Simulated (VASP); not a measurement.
The system is ScSi2.

```xyz
3
Lattice="3.6600 0.0000 0.0000 -1.8300 3.1697 0.0000 0.0000 0.0000 3.8700" Properties=species:S:1:pos:R:3 pbc="T T T"
Sc    0.0000    0.0000    0.0000
Si    1.8300    1.0566    1.9350
Si    0.0000    2.1131    1.9350
```

- Program: VASP 6.6.1
- Task: relaxation of cell and atoms
- Functional: r2SCAN
- Potentials or basis: VASP PAW PBE potentials, release 64 (Sc_sv, Si)
- Cutoff: 600 eV
- k mesh: 8 × 8 × 7
- Occupations: fermi-dirac, width 0.05 eV
- Spin: no spin polarisation

At the start: pressure 24.7 GPa; volume 14.97 Å³/atom.

Problem. How do energy, volume and symmetry change on relaxing?

Solution. Over 12 steps the energy falls by 254.3 meV/atom and the volume is 16.86 Å³/atom (+12.7 %); space group P6/mmm (No. 191, to 0.1 Å) before and after.

Step by step:
| step | energy change (eV) | largest force (eV/Å) | pressure (GPa) | volume (Å³) |
| --- | --- | --- | --- | --- |
| 1 | 0.0000 | 0.0000 | 24.73 | 44.90 |
| 2 | -0.2764 | 0.0000 | -12.25 | 61.20 |
| 3 | -0.7060 | 0.0000 | -2.50 | 52.68 |
| 4 | -0.7067 | 0.0000 | -2.08 | 52.48 |
| 5 | -0.7067 | 0.0000 | -1.74 | 52.32 |
| 6 | -0.7459 | 0.0000 | -0.39 | 51.19 |
| 7 | -0.7585 | 0.0000 | 1.07 | 50.20 |
| 8 | -0.7587 | 0.0000 | 1.29 | 50.06 |
| 9 | -0.7623 | 0.0000 | -0.59 | 50.86 |
| 10 | -0.7628 | 0.0000 | -0.14 | 50.66 |
| 11 | -0.7629 | 0.0000 | -0.06 | 50.60 |
| 12 | -0.7629 | 0.0000 | -0.03 | 50.58 |

Final structure:
```
Sc Si
1.0
     4.00184    0.00000    0.00000
    -2.00092    3.46569    0.00000
     0.00000    0.00000    3.64671
Sc Si
1 2
Direct
  0.00000 0.00000 0.00000
  0.66667 0.33333 0.50000
  0.33333 0.66667 0.50000
```

Caveat: the PAW data sets were made with another functional, which shifts forces and pressure a little; an odd number of electrons without spin polarisation forces a metal; a magnetic or distorted state may lie lower.
